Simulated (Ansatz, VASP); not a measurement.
## AlN: VASP beside Ansatz

File INCAR:

```
SYSTEM = AlN
ALGO = Normal
EDIFF = 1E-7
ENCUT = 520
GGA = PE
ISIF = 2
ISMEAR = 0
LASPH = .True.
LCHARG = .False.
LREAL = .False.
LWAVE = .False.
NBANDS = 26
NELM = 100
PREC = Accurate
SIGMA = 0.05
```

The input KPOINTS:

```
k-points
0
Gamma
  8 6 4
  0 0 0
```

Contents of POSCAR:

```
AlN
1.0
   -1.6567491617      2.8695737234      0.0000000000
    0.0000000000      0.0000000000      4.1874629526
    4.9702474850      2.8695737234      0.0000000000
Al N
4 4
Direct
    0.5101891098      0.7500000000      0.0686596354
    0.0000000000      0.7500000000      0.6666666667
    0.0000000000      0.2500000000      0.3333333333
    0.5000000000      0.2500000000      0.8333333333
    0.5000000000      0.2500000000      0.1666666667
    0.0000000000      0.2500000000      0.6666666667
    0.0000000000      0.7500000000      0.3333333333
    0.5000000000      0.7500000000      0.8333333333
```

Input for Ansatz:

```yaml
crystal:
  lattice:
    - [-1.6567491617, 2.8695737234, 0.0]
    - [0.0, 0.0, 4.1874629526]
    - [4.970247485, 2.8695737234, 0.0]
  atoms:
    - { symbol: Al, position: [0.5101891098, 0.75, 0.0686596354] }
    - { symbol: Al, position: [0.0, 0.75, 0.6666666667] }
    - { symbol: Al, position: [0.0, 0.25, 0.3333333333] }
    - { symbol: Al, position: [0.5, 0.25, 0.8333333333] }
    - { symbol: "N", position: [0.5, 0.25, 0.1666666667] }
    - { symbol: "N", position: [0.0, 0.25, 0.6666666667] }
    - { symbol: "N", position: [0.0, 0.75, 0.3333333333] }
    - { symbol: "N", position: [0.5, 0.75, 0.8333333333] }
basis:
  ecutwfc: 420
kpoints:
  mp_grid: { grid: [8, 6, 4] }
hamiltonian:
  xc: pbe
  pseudopotentials: { kind: paw, azcp: { folder: soft_1 } }
scf:
  occupations: { method: gaussian, width: 0.05 }
output:
  forces: true
  stress: true
  eigenvalues: true
```

Alike in both runs: task single point; functional PBE; k mesh 8 × 6 × 4; occupations gaussian, width 0.05 eV; no spin polarisation.

|  | VASP | Ansatz |
| --- | --- | --- |
| version | VASP 6.6.1 | Ansatz 0.2.0 |
| potentials or method | VASP PAW PBE potentials, release 64 (Al, N), cutoff 520 eV | scalar-relativistic, plane waves, PAW |
| valence electrons in the cell | 32 | 32 |

Ansatz gave:

- gap on the k mesh at the Fermi level (eV): 1.67
- least direct gap on the mesh (eV): 1.72
- pressure (GPa): 24.7
- traceless stress, the component that is largest in VASP (GPa): 33.60
- rms of the force components (eV/Å): 9.602

Question: Which values does VASP return?

Answer: gap on the k mesh at the Fermi level (eV): 1.68; least direct gap on the mesh (eV): 1.73; pressure (GPa): 24.3; traceless stress, the component that is largest in VASP (GPa): 33.28; rms of the force components (eV/Å): 9.512.

Atom by atom the forces differ by 0.091 eV/Å (rms over components).
